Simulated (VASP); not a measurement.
Runs of VASP 6.6.1 on In. The structure is that of space group Fd-3m (No. 227), or close to it. The cells are those of the table. This isn't the form of In at room conditions, which is tetragonal.

| cell | gap on the mesh (eV) | pressure (GPa) |
| --- | --- | --- |
| a = 4.242 Å, angles 60.0°, 2 atoms | none | 13.0 |
| a = 4.058 Å, angles 60.0°, 2 atoms | none | (a) |
| a = 3.367 Å, angles 60.0°, 2 atoms | none | 289.0 |
| a = 4.412 Å, angles 60.0°, 2 atoms | none | 4.6 |

Alike in all rows: task single point; level LDA; potentials or basis VASP PAW LDA potentials, release 64 (In_d); no spin polarisation; k mesh 12 × 12 × 12; cutoff (eV) 520; smearing fermi-dirac 0.05 eV.

Q: Fill in the values left out.

A: (a) 28.9.

Caveats: the cell stands under pressure; spin-orbit coupling is left out, which moves the levels of the heavy elements.

A k mesh can miss the band edges, and the runs leave out spin-orbit coupling on In.

A gap of «none» marks levels without a gap at the run's occupations.
